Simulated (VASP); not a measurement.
# AlN in VASP: a series of runs

The runs below take AlN through single point, with PBE.

All numbers are computed with VASP 6.6.1; they aren't measurements. Logs are shortened: lines on timing, memory, paths and dates and some standing lists are left out, and cuts for length are marked.

## Step 1: The cell of the first run

The cell holds a wire with vacuum, 8 atoms: a = 10.800 Å, b = 12.400 Å, c = 7.627 Å, α = 90.00°, β = 90.00°, γ = 90.00°.

## Step 2: Single point, PBE, collinear spin, ferromagnetic start

The input, INCAR:

```
SYSTEM = AlN
PREC = Accurate ; ENCUT = 520
EDIFF = 1E-6 ; ISMEAR = 0
SIGMA = 0.05 ; LREAL = .FALSE.
LASPH = .TRUE. ; NELM = 150
ALGO = Normal ; ISIF = 2
LWAVE = .FALSE. ; LCHARG = .FALSE.
ISPIN = 2 ; MAGMOM = 0.3 0.3 0.3 0.3 0.3 0.3 0.3 0.3
LORBIT = 11 ; GGA = PE
NBANDS = 30
```

The input, KPOINTS:

```
regular mesh
0
G
  1 1 5
  0 0 0
```

The input, POSCAR:

```
AlN
1.0
   10.8000000000      0.0000000000      0.0000000000
    0.0000000000     12.4000000000      0.0000000000
    0.0000000000      0.0000000000      7.6265214296
Al N
4 4
Direct
    0.5832216824      0.5000000000      0.0000000000
    0.4167783176      0.5000000000      0.3333333333
    0.5000000000      0.6255449329      0.6666666667
    0.5000000000      0.3744550671      0.6666666667
    0.5832216824      0.5000000000      0.2500000000
    0.4167783176      0.5000000000      0.5833333333
    0.5000000000      0.6255449329      0.9166666667
    0.5000000000      0.3744550671      0.9166666667
```

Potentials or basis: VASP PAW PBE potentials, release 64 (Al, N).

On the command line:

```sh
$ cat potpaw_PBE.64/Al/POTCAR potpaw_PBE.64/N/POTCAR > POTCAR
$ mpirun -np 1 vasp_std > vasp.out
```

OUTCAR:

```text
SYSTEM = AlN
   PREC = Accurate
   ENCUT = 520
   EDIFF = 1E-6
   ISMEAR = 0
   LREAL = .FALSE.
   LASPH = .TRUE.
   NELM = 150
   ISIF = 2
   ISPIN = 2
   LORBIT = 11
   GGA = PE

 ion  position               nearest neighbor table
   1  0.583  0.500  0.000-   7 1.91   8 1.91   5 1.91   2 3.11   4 3.11   3 3.11
   2  0.417  0.500  0.333-   5 1.91   6 1.91   1 3.11   3 3.11   4 3.11
   3  0.500  0.626  0.667-   7 1.91   6 1.91   1 3.11   4 3.11   2 3.11
   4  0.500  0.374  0.667-   8 1.91   6 1.91   1 3.11   3 3.11   2 3.11
   5  0.583  0.500  0.250-   2 1.91   1 1.91
   6  0.417  0.500  0.583-   2 1.91   3 1.91   4 1.91
   7  0.500  0.626  0.917-   1 1.91   3 1.91
   8  0.500  0.374  0.917-   1 1.91   4 1.91

  LATTYP: Found a simple orthorhombic cell.
 ALAT       =     7.6265214296
 B/A-ratio  =     1.4161108835
 C/A-ratio  =     1.6259050885

  Lattice vectors:

 A1 = (   0.0000000000,   0.0000000000,   7.6265214296)
 A2 = (  10.8000000000,   0.0000000000,   0.0000000000)
 A3 = (   0.0000000000,  12.4000000000,   0.0000000000)

Analysis of symmetry for initial positions (statically):
=====================================================================
 Subroutine PRICEL returns:
 Original cell was already a primitive cell.

 Routine SETGRP: Setting up the symmetry group for a
 simple orthorhombic supercell.

 Subroutine GETGRP returns: Found  2 space group operations
 (whereof  2 operations were pure point group operations)
 out of a pool of  8 trial point group operations.

The static configuration has the point symmetry C_1h.

Analysis of symmetry for dynamics (positions and initial velocities):
=====================================================================
 Subroutine PRICEL returns:
 Original cell was already a primitive cell.

 Routine SETGRP: Setting up the symmetry group for a
 simple orthorhombic supercell.

 Subroutine GETGRP returns: Found  2 space group operations
 (whereof  2 operations were pure point group operations)
 out of a pool of  8 trial point group operations.

The dynamic configuration has the point symmetry C_1h.

Analysis of structural, dynamic, and magnetic symmetry:
=====================================================================
 Subroutine PRICEL returns:
 Original cell was already a primitive cell.

 Routine SETGRP: Setting up the symmetry group for a
 simple orthorhombic supercell.

 Subroutine GETGRP returns: Found  2 space group operations
[... 134 lines left out ...]
  ---------------------------------------------------
  ext. energy  EPLUGINS =         0.00000000
  ---------------------------------------------------
  free energy    TOTEN  =       -40.97715933 eV

  energy without entropy =      -40.97715933  energy(sigma->0) =      -40.97715933

 E-fermi :  -3.7304     XC(G=0):  -2.1504

 val. band max:       -3.9365985561   @ k =   0.0000   0.0000   0.4000
 cond. band min:      -3.5279852716   @ k =   0.0000   0.0000   0.0000
 fundamental gap:      0.4086132845
 Fermi energy:        -3.7303686166

 spin component 1

 k-point     1 :       0.0000    0.0000    0.0000
  band No.  band energies     occupation
      1     -17.9758      1.00000
      2     -17.0278      1.00000
      3     -16.6384      1.00000
      4     -16.2217      1.00000
      5      -8.6245      1.00000
      6      -8.5434      1.00000
[... 82 lines left out ...]
     27       1.4373      0.00000
     28       1.4880      0.00000
 Fermi energy:        -3.7303686166

 spin component 2

 k-point     1 :       0.0000    0.0000    0.0000
  band No.  band energies     occupation
      1     -17.8231      1.00000
      2     -16.4009      1.00000
      3     -15.8547      1.00000
      4     -15.8320      1.00000
      5      -8.4287      1.00000
      6      -8.4092      1.00000
[... 82 lines left out ...]
     27       1.5842      0.00000
     28       1.5977      0.00000
 [bands above 28 left out]

------------------------ aborting loop because EDIFF is reached ----------------------------------------

  FORCE on cell =-STRESS in cart. coord.  units (eV):
  Direction    XX          YY          ZZ          XY          YZ          ZX
  --------------------------------------------------------------------------------------
  -------------------------------------------------------------------------------------
  Total       -7.4124877     -6.5772351    -11.9030926      0.0000000      0.0000000      0.9711370
  in kB      -11.6279360    -10.3176790    -18.6723276      0.0000000      0.0000000      1.5234182
  external PRESSURE =     -13.5393142 kB  Pullay stress =       0.0000000 kB

 VOLUME and BASIS-vectors are now :
 -----------------------------------------------------------------------------
  energy-cutoff  :      520.00
  volume of cell :     1021.34
      direct lattice vectors                 reciprocal lattice vectors
    10.800000000  0.000000000  0.000000000     0.092592593  0.000000000  0.000000000
     0.000000000 12.400000000  0.000000000     0.000000000  0.080645161  0.000000000
     0.000000000  0.000000000  7.626521430     0.000000000  0.000000000  0.131121378

 POSITION                                       TOTAL-FORCE (eV/Angst)
 -----------------------------------------------------------------------------------
      6.29879      6.20000      0.00000        -2.297283      0.000000      1.171209
      4.50121      6.20000      2.54217         3.505240      0.000000      0.812215
      5.40000      7.75676      5.08435        -0.887689     -1.357279      1.805136
      5.40000      4.64324      5.08435        -0.887689      1.357279      1.805136
      6.29879      6.20000      1.90663        -2.067112      0.000000     -0.606980
      4.50121      6.20000      4.44880         0.310296      0.000000     -1.327314
      5.40000      7.75676      6.99098         1.162118     -0.739832     -1.829701
      5.40000      4.64324      6.99098         1.162118      0.739832     -1.829701
 -----------------------------------------------------------------------------------
    total drift:                                0.000067     -0.000000     -0.000227

  FREE ENERGIE OF THE ION-ELECTRON SYSTEM (eV)
  ---------------------------------------------------
  free  energy   TOTEN  =       -40.9771593280 eV

  energy  without entropy=      -40.9771593276  energy(sigma->0) =      -40.97715933

 total charge

# of ion       s       p       d       tot
------------------------------------------
    1        0.397   0.367   0.000   0.764
    2        0.446   0.296   0.000   0.742
    3        0.454   0.290   0.000   0.745
    4        0.454   0.290   0.000   0.745
    5        1.290   2.265   0.000   3.554
    6        1.279   2.403   0.000   3.683
    7        1.299   2.245   0.000   3.545
    8        1.299   2.245   0.000   3.545
--------------------------------------------------
tot          6.919  10.402   0.000  17.321

 magnetization (x)

# of ion       s       p       d       tot
------------------------------------------
    1       -0.007  -0.009   0.000  -0.016
    2       -0.009   0.002   0.000  -0.007
    3        0.022   0.035   0.000   0.056
    4        0.022   0.035   0.000   0.056
    5        0.003   0.153   0.000   0.156
    6        0.005   0.050   0.000   0.055
    7        0.011   0.408   0.000   0.418
    8        0.011   0.408   0.000   0.418
--------------------------------------------------
tot          0.057   1.080   0.000   1.137
```

OSZICAR:

```text
N       E                     dE             d eps       ncg     rms          rms(c)
DAV:   1     0.238572116107E+03    0.23857E+03   -0.81288E+03   360   0.662E+02
DAV:   2     0.310465675092E+02   -0.20753E+03   -0.18776E+03   580   0.135E+02
[... 22 lines left out ...]
DAV:  25    -0.409770981525E+02   -0.11255E-03   -0.18468E-05   444   0.149E-02    0.167E-03
DAV:  26    -0.409771377741E+02   -0.39622E-04   -0.57085E-06   398   0.975E-03    0.104E-03
DAV:  27    -0.409771537136E+02   -0.15939E-04   -0.20145E-06   400   0.691E-03    0.852E-04
DAV:  28    -0.409771575485E+02   -0.38350E-05   -0.68748E-07   378   0.400E-03    0.610E-04
DAV:  29    -0.409771587488E+02   -0.12003E-05   -0.23276E-07   362   0.258E-03    0.216E-04
DAV:  30    -0.409771593280E+02   -0.57917E-06   -0.13262E-07   354   0.183E-03
   1 F= -.40977159E+02 E0= -.40977159E+02  d E =-.447049E-09  mag=     2.0000
```

stdout:

```text
POSCAR found type information on POSCAR AlN
 POSCAR found :  2 types and       8 ions
 scaLAPACK will be used
 LDA part: xc-table for (Slater+PW92), standard interpolation
 POSCAR, INCAR and KPOINTS ok, starting setup
 FFT: planning ... GRIDC
 FFT: planning ... GRID_SOFT
 FFT: planning ... GRID
 WAVECAR not read
 entering main loop
```

Wall time 8.3 min (1 thread of Intel Xeon Platinum 8259CL at 2.50GHz (Skylake/Cascade Lake), shared host); peak memory 1.3 GiB.

Results:

* Free energy: -40.9772 eV
* Largest force: 3.598 eV/Å
* Band gap on the k mesh: 0.41 eV, indirect (least direct gap 0.48 eV)
* Net moment: 2.00 μB per cell
* Site moments: Al -0.02, -0.01, +0.06; N +0.16, +0.06, +0.42 μB
* Valence electrons inside the program's atomic spheres: Al 0.76, 0.74; N 3.55, 3.68, 3.54

Forces in eV/Å, atoms in the order of the input:
```
Al  -2.297  0.000  1.171
Al   3.505  0.000  0.812
Al  -0.888 -1.357  1.805
Al  -0.888  1.357  1.805
N   -2.067  0.000 -0.607
N    0.310  0.000 -1.327
N    1.162 -0.740 -1.830
N    1.162  0.740 -1.830
```

Levels at points of the mesh, in eV from the valence-band top:
Spin up:
```
           k point  band 13  band 14  band 15  band 16  band 17  band 18  band 19  band 20  band 21  band 22
(0.00, 0.00, 0.00)    -1.18    -0.94    -0.84    -0.30    -0.15     0.74     0.84     2.44     3.07     3.21
```
Spin down:
```tsv
k point	band 13	band 14	band 15	band 16	band 17	band 18
(0.00, 0.00, 0.00)	-0.85	-0.32	-0.24	0.41	0.65	1.02
```

## Step 3: Single point, PBE, collinear spin, ferromagnetic start

This run uses another cell than the first one, of 149.07 Å³/atom, 1.168 times its volume.

The input, INCAR:

```
PREC     = Accurate       # precision mode
ENCUT    = 520            # plane-wave cutoff, eV
EDIFF    = 1E-6           # SCF threshold, eV
ISMEAR   = 0              # smearing method
SIGMA    = 0.05           # smearing width, eV
LREAL    = False          # projectors in reciprocal space
LASPH    = True           # aspherical terms in the spheres
NELM     = 150            # most SCF steps
ALGO     = Normal         # electronic algorithm
ISIF     = 2              # what is computed and relaxed
LWAVE    = False          # write WAVECAR
LCHARG   = False          # write CHGCAR
ISPIN    = 2              # spin polarisation
MAGMOM   = 0.3 0.3 0.3 0.3 0.3 0.3 0.3 0.3 # initial moments
LORBIT   = 11             # projections on sites
GGA      = PE             # functional
NBANDS   = 30             # bands
```

The input, KPOINTS:

```
Automatic mesh
0
Gamma
  1 1 5
```

The input, POSCAR:

```
AlN
1.0
   10.8000000000      0.0000000000      0.0000000000
    0.0000000000     12.4000000000      0.0000000000
    0.0000000000      0.0000000000      8.9051081800
Al N
4 4
Direct
    0.5085623527      0.5000000000      0.0123014952
    0.5197149542      0.5000000000      0.3717198982
    0.4861116985      0.6125285729      0.7001539976
    0.4861116985      0.3874714271      0.7001539976
    0.5721820018      0.5000000000      0.1941521092
    0.4906280640      0.5000000000      0.5674483519
    0.4683446151      0.6134041788      0.8937017418
    0.4683446151      0.3865958212      0.8937017418
```

Potentials or basis: VASP PAW PBE potentials, release 64 (Al, N).

On the command line:

```sh
$ cat potpaw_PBE.64/Al/POTCAR potpaw_PBE.64/N/POTCAR > POTCAR
$ mpirun -np 1 vasp_std > vasp.out
```

Wall time 15 min (1 thread of Intel Xeon Platinum 8259CL at 2.50GHz (Skylake/Cascade Lake), shared host); peak memory 1.4 GiB.

The run converged. Its results:

```yaml
Free_energy: -43.6406 eV
Largest_force: 0.408 eV/Å
Net_moment: 0.00 μB per cell
Valence_electrons_inside_the_program's_atomic_spheres: Al 0.82, 0.86; N 3.73, 3.80, 3.66
```

Forces in eV/Å, atoms in the order of the input:
```
Al  -0.016  0.000 -0.387
Al  -0.024  0.000  0.087
Al  -0.004 -0.141  0.383
Al  -0.004  0.141  0.383
N    0.025  0.000 -0.042
N   -0.023  0.000 -0.115
N    0.023  0.283 -0.154
N    0.023 -0.283 -0.154
```

Levels at points of the mesh, in eV from the Fermi level:
Spin up:
| k point | band 13 | band 14 | band 15 | band 16 | band 17 | band 18 | band 19 | band 20 |
| --- | --- | --- | --- | --- | --- | --- | --- | --- |
| (0.00, 0.00, 0.00) | -1.17 | -0.85 | -0.58 | -0.04 | 0.01 | 1.28 | 2.36 | 3.45 |
Spin down:
```tsv
k point	band 14	band 15	band 16	band 17	band 18	band 19
(0.00, 0.00, 0.00)	-0.85	-0.58	-0.04	0.01	1.28	2.36
```
